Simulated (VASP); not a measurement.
# SiC in VASP: further runs

Runs on SiC. Level: PBE. Tasks: single point.

Everything below comes from runs of VASP 6.6.1. Logs are shortened: lines on timing, memory, paths and dates and some standing lists are left out, and cuts for length are marked.

## Step 1: The cell of the first run

Symmetry: I-4m2, No. 119, tetragonal system. Conventional cell: a = 3.080 Å, b = 3.080 Å, c = 4.535 Å, α = 90.00°, β = 90.00°, γ = 90.00°. Within 2.5 Å of Si (site symmetry -4m2) lie 4 C at 1.91 Å. Within 2.5 Å of C (site symmetry -4m2) lie 4 Si at 1.91 Å.

## Step 2: Single point, PBE (uniaxial z strain +4.1%)

Input file INCAR:

```
SYSTEM = SiC
ALGO = Normal ; EDIFF = 1E-6
ENCUT = 520 ; GGA = PE
ISIF = 2 ; ISMEAR = -1
LASPH = .True. ; LCHARG = .False.
LREAL = .False. ; LWAVE = .False.
NBANDS = 11 ; NELM = 60
PREC = Accurate ; SIGMA = 0.02
```

Input file KPOINTS:

```
k-points
0
Gamma
  10 10 10
  0 0 0
```

Input file POSCAR:

```
SiC
1.0
    0.0000000000      2.1780523503      2.2675703018
    2.1780523503      0.0000000000      2.2675703018
    2.1780523503      2.1780523503      0.0000000000
Si C
1 1
Direct
    0.0000000000      0.0000000000      0.0000000000
    0.2500000000      0.2500000000      0.2500000000
```

Potentials or basis: VASP PAW PBE potentials, release 64 (Si, C).

On the command line:

```console
cat potpaw_PBE.64/Si/POTCAR potpaw_PBE.64/C/POTCAR > POTCAR
mpirun -np 1 vasp_std > vasp.out
```

OUTCAR:

```text
SYSTEM = SiC
   EDIFF = 1E-6
   ENCUT = 520
   GGA = PE
   ISIF = 2
   ISMEAR = -1
   LASPH = .True.
   LREAL = .False.
   NELM = 60
   PREC = Accurate

 ion  position               nearest neighbor table
   1  0.000  0.000  0.000-   2 1.91   2 1.91   2 1.91   2 1.91
   2  0.250  0.250  0.250-   1 1.91   1 1.91   1 1.91   1 1.91

  LATTYP: Found a body centered tetragonal cell.
 ALAT       =     3.0802311734
 C/A-ratio  =     1.4723377397

  Lattice vectors:

 A1 = (  -2.1780523503,   0.0000000000,   2.2675703018)
 A2 = (   2.1780523503,   0.0000000000,   2.2675703018)
 A3 = (   0.0000000000,   2.1780523503,  -2.2675703018)

Analysis of symmetry for initial positions (statically):
=====================================================================
 Subroutine PRICEL returns:
 Original cell was already a primitive cell.

 Routine SETGRP: Setting up the symmetry group for a
 body centered tetragonal supercell.

 Subroutine GETGRP returns: Found  8 space group operations
 (whereof  8 operations were pure point group operations)
 out of a pool of 16 trial point group operations.

The static configuration has the point symmetry D_2d.

Analysis of symmetry for dynamics (positions and initial velocities):
=====================================================================
 Subroutine PRICEL returns:
 Original cell was already a primitive cell.

 Routine SETGRP: Setting up the symmetry group for a
 body centered tetragonal supercell.

 Subroutine GETGRP returns: Found  8 space group operations
 (whereof  8 operations were pure point group operations)
 out of a pool of 16 trial point group operations.

The dynamic configuration has the point symmetry D_2d.

 Subroutine INISYM returns: Found  8 space group operations
 (whereof  8 operations are pure point group operations),
 and found     1 'primitive' translations

----------------------------------------------------------------------------------------

                                     Primitive cell

  volume of cell :      21.5143

  direct lattice vectors                    reciprocal lattice vectors
     0.000000000  2.178052350  2.267570302    -0.229562894  0.229562894  0.220500330
     2.178052350  0.000000000  2.267570302     0.229562894 -0.229562894  0.220500330
     2.178052350  2.178052350  0.000000000     0.229562894  0.229562894 -0.220500330

  length of vectors
[... 82 lines left out ...]
   EDIFF  = 0.1E-05   stopping-criterion for ELM
   LREAL  =      F    real-space projection
   EDIFFG = 0.1E-04   stopping-criterion for IOM
   NSW    =      0    number of steps for IOM
   IBRION =     -1    ionic relax: 0-MD 1-quasi-New 2-CG
   NFREE  =      0    steps in history (QN), initial steepest desc. (CG)
   ISIF   =      2    stress and relaxation
   ISYM   =      2    0-nonsym 1-usesym 2-fastsym
   POTIM  = 0.5000    time-step for ionic-motion
   TEBEG  =    0.0;   TEEND  =   0.0 temperature during run
   PSTRESS=    0.0 pullay stress
   NELECT =       8.0000    total number of electrons
   NUPDOWN=      -1.0000    fix difference up-down
   EMIN   =  10.00;   EMAX   =-10.00  energy-range for DOS
   EFERMI =   0.00;   METHOD = LEGACY
   ISMEAR =    -1;   SIGMA  =   0.02  broadening in eV -4-tet -1-fermi 0-gaus
   EFERMI_NEDOS =   21; number of points for ismear=-14 and -15
   IALGO  =     38    algorithm
   IMIX   =      4    mixing-type and parameters
     AMIX     =   0.40;   BMIX     =  1.00
     AMIX_MAG =   1.60;   BMIX_MAG =  1.00
  volume/ion in A,a.u.               =      10.76        72.59
  Fermi-wavevector in a.u.,A,eV,Ry     =   1.177233  2.224647 18.856003  1.385877
  Thomas-Fermi vector in A             =   2.313583
   LORBIT       =      0    0 simple, 1 ext, 2 COOP (PROOUT), +10 PAW based schemes
   GGA     = PE    functional components
   LHFCALC =     F    Hartree Fock is set to
   AEXX    =    0.0000 exact exchange contribution
   IVDW    =     0    specifies the selected vdW correction
   LEPSILON=     F    determine dielectric tensor
   LRPA    =     F    only Hartree local field effects (RPA)
 non-spin polarized calculation
  energy-cutoff  :      520.00
  volume of cell :       21.51
 maximum number of plane-waves:       604
   NGX = 11   NGY = 11   NGZ = 11

 number of electron       8.0000001 magnetization

 Free energy of the ion-electron system (eV)
  ---------------------------------------------------
  ext. energy  EPLUGINS =         0.00000000
  ---------------------------------------------------
  free energy    TOTEN  =       -15.03336297 eV

  energy without entropy =      -15.03336297  energy(sigma->0) =      -15.03336297

 E-fermi :   8.2303     XC(G=0): -11.1887

 val. band max:        7.7781034805   @ k =   0.0000   0.0000   0.0000
 cond. band min:       8.9615464760   @ k =   0.5000   0.0000   0.5000
 fundamental gap:      1.1834429955
 Fermi energy:         8.2302972136

 k-point     1 :       0.0000    0.0000    0.0000
  band No.  band energies     occupation
      1      -7.4226      2.00000
      2       7.4892      2.00000
      3       7.7781      2.00000
      4       7.7781      2.00000
      5      13.4425      0.00000
      6      14.6904      0.00000
      7      14.6904      0.00000
      8      14.7947      0.00000
      9      21.3053      0.00000
     10      22.5598      0.00000
     11      23.5613      0.00000
[... 309 lines left out ...]
 k-point    24 :       0.4000    0.3000    0.0000
  band No.  band energies     occupation
      1      -4.5134      2.00000
      2       1.9106      2.00000
      3       4.7392      2.00000
      4       5.3739      2.00000
      5      10.6962      0.00000
      6      13.5465      0.00000
      7      18.7523      0.00000
      8      19.3595      0.00000
      9      20.7532      0.00000
     10      25.6278      0.00000
     11      28.1801      0.00000

 [... further k-points ...]
[... 5 lines left out ...]
  --------------------------------------------------------------------------------------
  -------------------------------------------------------------------------------------
  Total       -0.1751994     -0.1751994     -1.6685197      0.0000000      0.0000000      0.0000000
  in kB      -13.0471552    -13.0471552   -124.2551919      0.0000000      0.0000000      0.0000000
  external PRESSURE =     -50.1165008 kB  Pullay stress =       0.0000000 kB

 VOLUME and BASIS-vectors are now :
 -----------------------------------------------------------------------------
  energy-cutoff  :      520.00
  volume of cell :       21.51
      direct lattice vectors                 reciprocal lattice vectors
     0.000000000  2.178052350  2.267570302    -0.229562894  0.229562894  0.220500330
     2.178052350  0.000000000  2.267570302     0.229562894 -0.229562894  0.220500330
     2.178052350  2.178052350  0.000000000     0.229562894  0.229562894 -0.220500330

 POSITION                                       TOTAL-FORCE (eV/Angst)
 -----------------------------------------------------------------------------------
      0.00000      0.00000      0.00000        -0.000000     -0.000000     -0.000000
      1.08903      1.08903      1.13379         0.000000      0.000000      0.000000
 -----------------------------------------------------------------------------------
    total drift:                                0.000000      0.000000      0.000000

  FREE ENERGIE OF THE ION-ELECTRON SYSTEM (eV)
  ---------------------------------------------------
  free  energy   TOTEN  =       -15.0333629716 eV

  energy  without entropy=      -15.0333629716  energy(sigma->0) =      -15.03336297
```

Wall time 6 s (1 thread of Intel Xeon 6975P-C (Granite Rapids), shared host); peak memory 0.14 GiB.

Results:

* Free energy: -15.0334 eV
* Pressure: -5.0 GPa
* Band gap on the k mesh: 1.18 eV, indirect (least direct gap 4.46 eV)

Stress tensor (GPa, compression positive):
```
 -1.30   0.00   0.00
  0.00  -1.30   0.00
  0.00   0.00 -12.43
```

Caveat: the cell differs from its parent crystal (uniaxial z strain +4.1%).

## Step 3: Single point, PBE (strain along [111] -6.0%)

Input file INCAR:

```
ALGO     = Normal         # electronic algorithm
EDIFF    = 1E-7           # SCF threshold, eV
ENCUT    = 520            # plane-wave cutoff, eV
GGA      = PE             # functional
ISIF     = 2              # what is computed and relaxed
ISMEAR   = -1             # smearing method
LASPH    = T              # aspherical terms in the spheres
LCHARG   = F              # write CHGCAR
LREAL    = F              # projectors in reciprocal space
LWAVE    = F              # write WAVECAR
NBANDS   = 11             # bands
NELM     = 100            # most SCF steps
PREC     = Accurate       # precision mode
SIGMA    = 0.02           # smearing width, eV
```

Input file KPOINTS:

```
k-points
0
Gamma
  10 10 10
```

Input file POSCAR:

```
SiC
1.0
   -0.0866864835      2.0913658667      2.0913658667
    2.0913658667     -0.0866864835      2.0913658667
    2.0913658667      2.0913658667     -0.0866864835
Si C
1 1
Direct
   -0.0026964242     -0.0026964242     -0.0026964242
    0.2526964242      0.2526964242      0.2526964242
```

Potentials or basis: VASP PAW PBE potentials, release 64 (Si, C).

On the command line:

```console
cat potpaw_PBE.64/Si/POTCAR potpaw_PBE.64/C/POTCAR > POTCAR
mpirun -np 1 vasp_std > vasp.out
```

Wall time 9.6 s (1 thread of Intel Xeon 6975P-C (Granite Rapids), shared host); peak memory 0.14 GiB.

The run converged. Its results:

* Free energy: -14.8912 eV
* Pressure: 19.4 GPa
* Largest force: 0.070 eV/Å
* Band gap on the k mesh: 0.75 eV, indirect (least direct gap 4.07 eV)

Forces on the atoms (eV/Å):
```
Si  -0.040 -0.040 -0.040
C    0.040  0.040  0.040
```

Stress tensor (GPa, compression positive):
```
19.42 10.94 10.94
10.94 19.42 10.94
10.94 10.94 19.42
```

Levels at points of the mesh, in eV from the valence-band top:
```tsv
k point	band 1	band 2	band 3	band 4	band 5	band 6	band 7	band 8	band 9
(0.00, 0.00, 0.00)	-16.36	-0.66	-0.66	0.00	5.95	6.87	6.87	8.87	14.44
(0.50, 0.00, 0.00)	-12.69	-9.42	-1.51	-1.18	5.78	6.94	7.58	10.13	16.26
(0.50, 0.50, 0.00)	-11.03	-8.43	-4.14	-3.32	0.75	4.21	13.90	14.25	15.57
(0.50, 0.50, 0.50)	-12.09	-9.07	-1.93	-1.93	4.68	6.42	6.42	9.56	16.83
```

Caveat: the cell differs from its parent crystal (strain along [111] -6.0%). A k mesh can miss the band edges.

## Step 4: Single point, PBE (epitaxial 111 strain +6.0%)

Input file INCAR:

```
SYSTEM = SiC
ALGO = Normal
EDIFF = 1E-7
ENCUT = 520
GGA = PE
ISIF = 2
ISMEAR = -1
LASPH = .True.
LCHARG = .False.
LREAL = .False.
LWAVE = .False.
NBANDS = 11
NELM = 60
PREC = Accurate
SIGMA = 0.02
```

Input file KPOINTS:

```
k-points
0
Gamma
  10 10 10
  0 0 0
```

Input file POSCAR:

```
SiC
1.0
   -0.1007967016      2.2075031792      2.2075031792
    2.2075031792     -0.1007967016      2.2075031792
    2.2075031792      2.2075031792     -0.1007967016
Si C
1 1
Direct
   -0.0013882869     -0.0013882869     -0.0013882869
    0.2513882869      0.2513882869      0.2513882869
```

On the command line:

```console
cat potpaw_PBE.64/Si/POTCAR potpaw_PBE.64/C/POTCAR > POTCAR
mpirun -np 1 vasp_std > vasp.out
```

Run time: 12 s. Hardware: 1 thread of Intel Xeon 6975P-C (Granite Rapids), shared host; peak memory 0.15 GiB.

The run converged. Its results:

- Free energy: -14.8661 eV
- Pressure: -15.3 GPa
- Largest force: 0.073 eV/Å
- Band gap on the k mesh: 1.09 eV, indirect (least direct gap 3.96 eV)

Forces in eV/Å, atoms in the order of the input:
```
Si  -0.042 -0.042 -0.042
C    0.042  0.042  0.042
```

Stress tensor (GPa, compression positive):
```
-15.32   9.08   9.08
  9.08 -15.32   9.08
  9.08   9.08 -15.32
```

Levels at points of the mesh, in eV from the valence-band top:
```
           k point  band 1  band 2  band 3  band 4  band 5  band 6  band 7  band 8
(0.00, 0.00, 0.00)  -14.87   -0.40   -0.40    0.00    4.32    5.93    5.93    7.73
(0.50, 0.00, 0.00)  -11.83   -8.29   -1.21   -1.08    4.47    6.38    7.10    9.33
(0.50, 0.50, 0.00)  -10.34   -7.73   -3.58   -2.87    1.09    3.83   12.07   12.52
(0.50, 0.50, 0.50)  -11.21   -8.08   -1.66   -1.66    3.36    6.02    6.02    8.92
```

Caveat: the cell differs from its parent crystal (epitaxial 111 strain +6.0%). A k mesh can miss the band edges.

## Step 5: Overview

| cell | gap on the mesh (eV) | pressure (GPa) | largest force (eV/Å) |
| --- | --- | --- | --- |
| a = 3.144, b = 3.144, c = 3.080 Å, angles 60.7, 60.7, 58.7°, 2 atoms | 1.18 | -5.0 | - |
| a = 2.959 Å, angles 62.7°, 2 atoms | 0.75 | 19.4 | 0.07 |
| a = 3.124 Å, angles 63.0°, 2 atoms | 1.09 | -15.3 | 0.07 |

Alike in all rows: task single point; level PBE; potentials or basis VASP PAW PBE potentials, release 64 (Si, C); no spin polarisation; k mesh 10 × 10 × 10; cutoff (eV) 520; smearing fermi-dirac 0.02 eV.

Absolute energies hang on the potentials; compare differences alone.
